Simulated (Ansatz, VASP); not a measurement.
## TaN: VASP beside Ansatz

The input INCAR:

```
PREC = Accurate
ENCUT = 520
EDIFF = 1E-6
ISMEAR = 0
SIGMA = 0.15
LREAL = F
LASPH = T
NELM = 60
ALGO = Normal
ISIF = 2
LWAVE = F
LCHARG = T
GGA = PS
LELF = T
LVHAR = T
NBANDS = 15
```

File KPOINTS:

```
Automatic mesh
0
Gamma
  26 26 26
```

The input POSCAR:

```
TaN
1.0
    0.5332973010      2.4843849875      2.4843849875
    2.4843849875      0.5332973010      2.4843849875
    2.4843849875      2.4843849875      0.5332973010
Ta N
1 1
Direct
    0.5000000000      0.5000000000      0.5000000000
    0.0000000000      0.0000000000      0.0000000000
```

Input for Ansatz:

```yaml
crystal:
  lattice:
    - [0.533297301, 2.4843849875, 2.4843849875]
    - [2.4843849875, 0.533297301, 2.4843849875]
    - [2.4843849875, 2.4843849875, 0.533297301]
  atoms:
    - { symbol: Ta, position: [0.5, 0.5, 0.5] }
    - { symbol: "N", position: [0.0, 0.0, 0.0] }
basis:
  ecutwfc: 420
kpoints:
  mp_grid: { grid: [26, 26, 26] }
hamiltonian:
  xc: pbesol
scf:
  occupations: { method: gaussian, width: 0.15 }
output:
  forces: true
  stress: true
  eigenvalues: true
```

Alike in both runs: task single point; functional PBEsol; k mesh 26 × 26 × 26; occupations gaussian, width 0.15 eV; no spin polarisation.

|  | VASP | Ansatz |
| --- | --- | --- |
| version | VASP 6.6.1 | Ansatz 0.2.0 |
| potentials or method | VASP PAW PBE potentials, release 64 (Ta_pv, N), cutoff 520 eV | scalar-relativistic, plane waves, PAW |
| valence electrons in the cell | 16 | 18 |

VASP gave:

| Quantity | Value |
| --- | --- |
| gap on the k mesh at the Fermi level (eV) | none |
| pressure (GPa) | 4.9 |
| traceless stress, the component that is largest in VASP (GPa) | -27.20 |

Problem. What did Ansatz give for the same quantities?

Solution. gap on the k mesh at the Fermi level (eV): none; pressure (GPa): 3.9; traceless stress, the component that is largest in VASP (GPa): -27.26.

VASP's potentials were made for PBE, not for PBEsol. A gap of «none» marks a metal or a gap that the smearing closes. With one functional, cell and mesh, what is left measures potentials, basis and numerics. VASP's potentials hold 16 valence electrons a cell and Ansatz's 18, so a difference there can come from the potentials and not from the codes.

Neither program's run includes spin-orbit coupling.
